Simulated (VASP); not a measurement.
Write the native input for VASP 6.6.1 that does the following.

| Quantity | Value |
| --- | --- |
| Task | single point |
| Functional | r2SCAN |
| Potentials or basis | VASP PAW PBE potentials, release 64 (Ga_d, La, N) |
| Cutoff | 520 eV |
| k mesh | 4 × 6 × 4 |
| Occupations | gaussian, width 0.01 eV |
| Spin | no spin polarisation |
| Dipole correction | no |
| Further INCAR settings | ALGO = Normal; EDIFF = 1e-06; NBANDS = 43 |

Crystal: La3GaN4.

```
CELL_PARAMETERS angstrom
5.74295 0.00000 0.05240
0.00000 3.84860 0.00000
0.05688 0.00000 6.88016
ATOMIC_POSITIONS crystal
Ga 0.00530 0.00000 0.64910
La 0.01373 0.50000 0.16013
La 0.53058 0.50000 0.82751
La 0.51350 0.00000 0.36221
N 0.67122 0.00000 0.67492
N 0.59109 0.50000 0.17297
N 0.09801 0.50000 0.79122
N 0.07657 0.00000 0.36195
```

The input as run:

POSCAR

```
La3GaN4
1.0
    5.7429496745      0.0000000000      0.0523993608
    0.0000000000      3.8486049740      0.0000000000
    0.0568761375      0.0000000000      6.8801613257
Ga La N
1 3 4
Direct
    0.0053026626      0.0000000000      0.6490956751
    0.0137261877      0.5000000000      0.1601256921
    0.5305832015      0.5000000000      0.8275131012
    0.5135002080      0.0000000000      0.3622059394
    0.6712198879      0.0000000000      0.6749171059
    0.5910863484      0.5000000000      0.1729719871
    0.0980108575      0.5000000000      0.7912238536
    0.0765706463      0.0000000000      0.3619466456
```

INCAR.step1

```
PREC = Accurate
ENCUT = 520
ISMEAR = 0
SIGMA = 0.01
LREAL = F
LASPH = T
NELM = 80
NBANDS = 43
GGA = PE
ALGO = Normal
EDIFF = 1E-4
LWAVE = T
LCHARG = F
```

INCAR.step2

```
PREC = Accurate
ENCUT = 520
EDIFF = 1E-6
ISMEAR = 0
SIGMA = 0.01
LREAL = F
LASPH = T
NELM = 80
ALGO = Normal
ISIF = 2
LWAVE = F
LCHARG = T
METAGGA = R2SCAN
LMIXTAU = T
LELF = T
LVHAR = T
NBANDS = 43
ISTART = 1
```

KPOINTS

```
Automatic mesh
0
Gamma
  4 6 4
```

Potentials or basis: VASP PAW PBE potentials, release 64 (Ga_d, La, N).

Launch:

```console
$ cat potpaw_PBE.64/Ga_d/POTCAR potpaw_PBE.64/La/POTCAR potpaw_PBE.64/N/POTCAR > POTCAR
$ cp INCAR.step1 INCAR
$ mpirun -np 1 vasp_std > vasp.out
$ cp INCAR.step2 INCAR
$ mpirun -np 1 vasp_std > vasp.out
```

Results of the run:

- Pressure: -0.1 GPa
- Largest force: 0.095 eV/Å
- Band gap on the k mesh: 0.87 eV (least direct gap 1.25 eV)

Caveat: the PAW data sets were made with another functional, which shifts forces and pressure a little; spin-orbit coupling is left out, which moves the levels of the heavy elements.

It took 12 min on 1 thread of AMD EPYC 9R45 96-Core Processor (Zen 5), with other jobs on the host, peak memory 0.43 GiB.
